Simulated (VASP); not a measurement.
# GeS3 (Pm-3m) in VASP: further runs

The runs below take GeS3 through single point, relaxation of cell and atoms, with PBE.

Program: VASP 6.6.1. These are calculated values, not measurements. Logs are shortened: lines on timing, memory, paths and dates and some standing lists are left out, and cuts for length are marked.

## Step 1: The cell of the first run

Symmetry: Pm-3m, No. 221, cubic system. The conventional cell has a = 4.156 Å, b = 4.156 Å, c = 4.156 Å, α = 90.00°, β = 90.00°, γ = 90.00°. Ge (site symmetry m-3m) has 12 S at 2.94 Å within 3.9 Å. Within 3.9 Å of S (site symmetry 4/mmm) lie 4 Ge at 2.94 Å and 8 S at 2.94 Å.

## Step 2: Single point, PBE

INCAR

```
PREC     = Accurate       # precision mode
ENCUT    = 520            # plane-wave cutoff, eV
EDIFF    = 1E-6           # SCF threshold, eV
ISMEAR   = 0              # smearing method
SIGMA    = 0.1            # smearing width, eV
LREAL    = False          # projectors in reciprocal space
LASPH    = True           # aspherical terms in the spheres
NELM     = 80             # most SCF steps
ALGO     = Normal         # electronic algorithm
ISIF     = 2              # what is computed and relaxed
LWAVE    = False          # write WAVECAR
LCHARG   = True           # write CHGCAR
GGA      = PE             # functional
LELF     = True           # ELF
LVHAR    = True         
NBANDS   = 24             # bands
```

KPOINTS

```
Automatic mesh
0
Gamma
  4 4 4
```

POSCAR

```
GeS3
1.0
    4.1563758852      0.0000000000      0.0000000000
    0.0000000000      4.1563758852      0.0000000000
    0.0000000000      0.0000000000      4.1563758852
Ge S
1 3
Direct
    0.0000000000      0.0000000000      0.0000000000
    0.0000000000      0.5000000000      0.5000000000
    0.5000000000      0.0000000000      0.5000000000
    0.5000000000      0.5000000000      0.0000000000
```

Potentials or basis: VASP PAW PBE potentials, release 64 (Ge_d, S).

Started as:

```sh
cat potpaw_PBE.64/Ge_d/POTCAR potpaw_PBE.64/S/POTCAR > POTCAR
mpirun -np 1 vasp_std > vasp.out
```

OUTCAR:

```text
PREC = Accurate
   ENCUT = 520
   EDIFF = 1E-6
   ISMEAR = 0
   LREAL = False
   LASPH = True
   NELM = 80
   ISIF = 2
   GGA = PE

 ion  position               nearest neighbor table
   1  0.000  0.000  0.000-
   2  0.000  0.500  0.500-
   3  0.500  0.000  0.500-
   4  0.500  0.500  0.000-

  LATTYP: Found a simple cubic cell.
 ALAT       =     4.1563758852

  Lattice vectors:

 A1 = (   4.1563758852,   0.0000000000,   0.0000000000)
 A2 = (   0.0000000000,   4.1563758852,   0.0000000000)
 A3 = (   0.0000000000,   0.0000000000,   4.1563758852)

Analysis of symmetry for initial positions (statically):
=====================================================================
 Subroutine PRICEL returns:
 Original cell was already a primitive cell.

 Routine SETGRP: Setting up the symmetry group for a
 simple cubic supercell.

 Subroutine GETGRP returns: Found 48 space group operations
 (whereof 48 operations were pure point group operations)
 out of a pool of 48 trial point group operations.

The static configuration has the point symmetry O_h .

Analysis of symmetry for dynamics (positions and initial velocities):
=====================================================================
 Subroutine PRICEL returns:
 Original cell was already a primitive cell.

 Routine SETGRP: Setting up the symmetry group for a
 simple cubic supercell.

 Subroutine GETGRP returns: Found 48 space group operations
 (whereof 48 operations were pure point group operations)
 out of a pool of 48 trial point group operations.

The dynamic configuration has the point symmetry O_h .

 Subroutine INISYM returns: Found 48 space group operations
 (whereof 48 operations are pure point group operations),
 and found     1 'primitive' translations

----------------------------------------------------------------------------------------

                                     Primitive cell

  volume of cell :      71.8033

  direct lattice vectors                    reciprocal lattice vectors
     4.156375885  0.000000000  0.000000000     0.240594217  0.000000000  0.000000000
     0.000000000  4.156375885  0.000000000     0.000000000  0.240594217  0.000000000
     0.000000000  0.000000000  4.156375885     0.000000000  0.000000000  0.240594217

  length of vectors
     4.156375885  4.156375885  4.156375885     0.240594217  0.240594217  0.240594217

  position of ions in fractional coordinates (direct lattice)
     0.000000000  0.000000000  0.000000000
     0.000000000  0.500000000  0.500000000
     0.500000000  0.000000000  0.500000000
     0.500000000  0.500000000  0.000000000

  ion indices of the primitive-cell ions
   primitive index   ion index
                 1           1
                 2           2
                 3           3
                 4           4

----------------------------------------------------------------------------------------

 KPOINTS: Automatic mesh

Automatic generation of k-mesh.
 Grid dimensions read from file:
 generate k-points for:    4    4    4

 Generating k-lattice:

  Cartesian coordinates                     Fractional coordinates (reciprocal lattice)
     0.060148554  0.000000000  0.000000000     0.250000000  0.000000000  0.000000000
     0.000000000  0.060148554  0.000000000     0.000000000  0.250000000  0.000000000
     0.000000000  0.000000000  0.060148554     0.000000000  0.000000000  0.250000000

  Length of vectors
     0.060148554  0.060148554  0.060148554

  Shift w.r.t. Gamma in fractional coordinates (k-lattice)
     0.000000000  0.000000000  0.000000000

 Subroutine IBZKPT returns following result:
 ===========================================

 Found     10 irreducible k-points:

 Following reciprocal coordinates:
            Coordinates               Weight
  0.000000  0.000000  0.000000      1.000000
  0.250000  0.000000  0.000000      6.000000
  0.500000  0.000000  0.000000      3.000000
  0.250000  0.250000  0.000000     12.000000
  0.500000  0.250000  0.000000     12.000000
  0.500000  0.500000  0.000000      3.000000
  0.250000  0.250000  0.250000      8.000000
  0.500000  0.250000  0.250000     12.000000
  0.500000  0.500000  0.250000      6.000000
  0.500000  0.500000  0.500000      1.000000
   k-points           NKPTS =     10   k-points in BZ     NKDIM =     10   number of bands    NBANDS=     24
   number of dos      NEDOS =    301   number of ions     NIONS =      4
   total plane-waves  NPLWV =  32768
   dimension x,y,z NGX =    32 NGY =   32 NGZ =   32
   dimension x,y,z NGXF=    64 NGYF=   64 NGZF=   64
   ions per type =               1   3
   NGX,Y,Z   is equivalent  to a cutoff of  12.80, 12.80, 12.80 a.u.
   NGXF,Y,Z  is equivalent  to a cutoff of  25.60, 25.60, 25.60 a.u.
 SYSTEM =  unknown system
   PREC   = accura    normal or accurate (medium, high low for compatibility)
   ISTART =      0    job   : 0-new  1-cont  2-samecut
   ICHARG =      2    charge: 1-file 2-atom 10-const
   ISPIN  =      1    spin polarized calculation?
   LNONCOLLINEAR =      F non collinear calculations
   LSORBIT =      F    spin-orbit coupling
   LASPH  =      T    aspherical Exc in radial PAW
   ENCUT  =  520.0 eV  38.22 Ry    6.18 a.u.   7.73  7.73  7.73*2*pi/ulx,y,z
   NELM   =     80;   NELMIN=  2; NELMDL= -5     # of ELM steps
   EDIFF  = 0.1E-05   stopping-criterion for ELM
   LREAL  =      F    real-space projection
   EDIFFG = 0.1E-04   stopping-criterion for IOM
   NSW    =      0    number of steps for IOM
   IBRION =     -1    ionic relax: 0-MD 1-quasi-New 2-CG
   NFREE  =      0    steps in history (QN), initial steepest desc. (CG)
   ISIF   =      2    stress and relaxation
   ISYM   =      2    0-nonsym 1-usesym 2-fastsym
   POTIM  = 0.5000    time-step for ionic-motion
   TEBEG  =    0.0;   TEEND  =   0.0 temperature during run
   PSTRESS=    0.0 pullay stress
   NELECT =      32.0000    total number of electrons
   NUPDOWN=      -1.0000    fix difference up-down
   EMIN   =  10.00;   EMAX   =-10.00  energy-range for DOS
   EFERMI =   0.00;   METHOD = LEGACY
   ISMEAR =     0;   SIGMA  =   0.10  broadening in eV -4-tet -1-fermi 0-gaus
   EFERMI_NEDOS =   21; number of points for ismear=-14 and -15
   IALGO  =     38    algorithm
   IMIX   =      4    mixing-type and parameters
     AMIX     =   0.40;   BMIX     =  1.00
     AMIX_MAG =   1.60;   BMIX_MAG =  1.00
  volume/ion in A,a.u.               =      17.95       121.14
  Fermi-wavevector in a.u.,A,eV,Ry     =   1.250480  2.363064 21.275426  1.563700
  Thomas-Fermi vector in A             =   2.384472
   LORBIT       =      0    0 simple, 1 ext, 2 COOP (PROOUT), +10 PAW based schemes
   GGA     = PE    functional components
   LHFCALC =     F    Hartree Fock is set to
   AEXX    =    0.0000 exact exchange contribution
   IVDW    =     0    specifies the selected vdW correction
   LEPSILON=     F    determine dielectric tensor
   LRPA    =     F    only Hartree local field effects (RPA)
 non-spin polarized calculation
 Gauss-broadening in eV      SIGMA  =   0.10
  energy-cutoff  :      520.00
  volume of cell :       71.80
 maximum number of plane-waves:      1956
 NGX is ok and might be reduce to    32
   NGX = 15   NGY = 15   NGZ = 15

 number of electron      32.0000025 magnetization

 Free energy of the ion-electron system (eV)
  ---------------------------------------------------
  ext. energy  EPLUGINS =         0.00000000
  ---------------------------------------------------
  free energy    TOTEN  =       -13.55190127 eV

  energy without entropy =      -13.53319901  energy(sigma->0) =      -13.54255014

 E-fermi :   6.3121     XC(G=0): -10.7847

 val. band max:        6.3019769139   @ k =   0.5000   0.5000   0.2500
 cond. band min:       6.5060193137   @ k =   0.5000   0.2500   0.2500
 fundamental gap:      0.2040423999
 Fermi energy:         6.3121335206

 k-point     1 :       0.0000    0.0000    0.0000
  band No.  band energies     occupation
      1     -18.7390      2.00000
      2     -18.7390      2.00000
      3     -18.7353      2.00000
      4     -18.7353      2.00000
      5     -18.7353      2.00000
      6      -9.0761      2.00000
[... 16 lines left out ...]
     23      11.7640      0.00000
     24      12.4138      0.00000

 k-point     2 :       0.2500    0.0000    0.0000
  band No.  band energies     occupation
      1     -18.7387      2.00000
      2     -18.7372      2.00000
      3     -18.7360      2.00000
      4     -18.7360      2.00000
      5     -18.7353      2.00000
      6      -8.6610      2.00000
[... 16 lines left out ...]
     23      13.1015      0.00000
     24      13.5532      0.00000

 k-point     3 :       0.5000    0.0000    0.0000
  band No.  band energies     occupation
      1     -18.7385      2.00000
      2     -18.7367      2.00000
      3     -18.7367      2.00000
      4     -18.7354      2.00000
      5     -18.7352      2.00000
      6      -7.7733      2.00000
[... 16 lines left out ...]
     23      15.0268      0.00000
     24      15.2770      0.00000

 k-point     4 :       0.2500    0.2500    0.0000
  band No.  band energies     occupation
      1     -18.7378      2.00000
      2     -18.7369      2.00000
      3     -18.7361      2.00000
      4     -18.7359      2.00000
      5     -18.7359      2.00000
      6      -8.2595      2.00000
[... 16 lines left out ...]
     23      14.7634      0.00000
     24      14.8758      0.00000

 k-point     5 :       0.5000    0.2500    0.0000
  band No.  band energies     occupation
      1     -18.7378      2.00000
      2     -18.7373      2.00000
      3     -18.7366      2.00000
      4     -18.7359      2.00000
      5     -18.7345      2.00000
      6      -7.3998      2.00000
[... 73 lines left out ...]
 k-point     8 :       0.5000    0.2500    0.2500
  band No.  band energies     occupation
      1     -18.7377      2.00000
      2     -18.7377      2.00000
      3     -18.7368      2.00000
      4     -18.7358      2.00000
      5     -18.7342      2.00000
      6      -7.0652      2.00000
[... 16 lines left out ...]
     23      15.7109      0.00000
     24      16.2294      0.00000

 k-point     9 :       0.5000    0.5000    0.2500
  band No.  band energies     occupation
      1     -18.7388      2.00000
      2     -18.7376      2.00000
      3     -18.7376      2.00000
      4     -18.7349      2.00000
      5     -18.7332      2.00000
      6      -6.2239      2.00000
[... 16 lines left out ...]
     23      15.9367      0.00000
     24      16.7670      0.00000

 k-point    10 :       0.5000    0.5000    0.5000
  band No.  band energies     occupation
      1     -18.7387      2.00000
      2     -18.7387      2.00000
      3     -18.7387      2.00000
      4     -18.7331      2.00000
      5     -18.7331      2.00000
      6      -6.0309      2.00000
[... 16 lines left out ...]
     23      15.4122      0.00000
     24      15.4122      0.00000

------------------------ aborting loop because EDIFF is reached ----------------------------------------

  FORCE on cell =-STRESS in cart. coord.  units (eV):
  Direction    XX          YY          ZZ          XY          YZ          ZX
  --------------------------------------------------------------------------------------
  -------------------------------------------------------------------------------------
  Total       -0.1172725     -0.1172725     -0.1172725      0.0000000      0.0000000      0.0000000
  in kB       -2.6167496     -2.6167496     -2.6167496      0.0000000      0.0000000      0.0000000
  external PRESSURE =      -2.6167496 kB  Pullay stress =       0.0000000 kB

 VOLUME and BASIS-vectors are now :
 -----------------------------------------------------------------------------
  energy-cutoff  :      520.00
  volume of cell :       71.80
      direct lattice vectors                 reciprocal lattice vectors
     4.156375885  0.000000000  0.000000000     0.240594217  0.000000000  0.000000000
     0.000000000  4.156375885  0.000000000     0.000000000  0.240594217  0.000000000
     0.000000000  0.000000000  4.156375885     0.000000000  0.000000000  0.240594217

 POSITION                                       TOTAL-FORCE (eV/Angst)
 -----------------------------------------------------------------------------------
      0.00000      0.00000      0.00000         0.000000      0.000000      0.000000
      0.00000      2.07819      2.07819         0.000000      0.000000      0.000000
      2.07819      0.00000      2.07819         0.000000      0.000000      0.000000
      2.07819      2.07819      0.00000         0.000000      0.000000      0.000000
 -----------------------------------------------------------------------------------
    total drift:                                0.000000     -0.000000     -0.000000

  FREE ENERGIE OF THE ION-ELECTRON SYSTEM (eV)
  ---------------------------------------------------
  free  energy   TOTEN  =       -13.5519012685 eV

  energy  without entropy=      -13.5331990061  energy(sigma->0) =      -13.54255014
```

Wall time 6.4 s (1 thread of Intel Xeon 6975P-C (Granite Rapids), shared host); peak memory 0.17 GiB.

What came out:

```
Free energy            : -13.5519 eV
Pressure               : -0.3 GPa
Band gap on the k mesh : zero (bands 16 and 17 overlap by 1.63 eV)
```

Caveat: the k points lie up to 0.38 Å⁻¹ apart, too coarse for converged energies and pressures of a metal.

[end of part 1 of 3]

The gap in the log of VASP goes by the Fermi energy; the results here count the filled bands.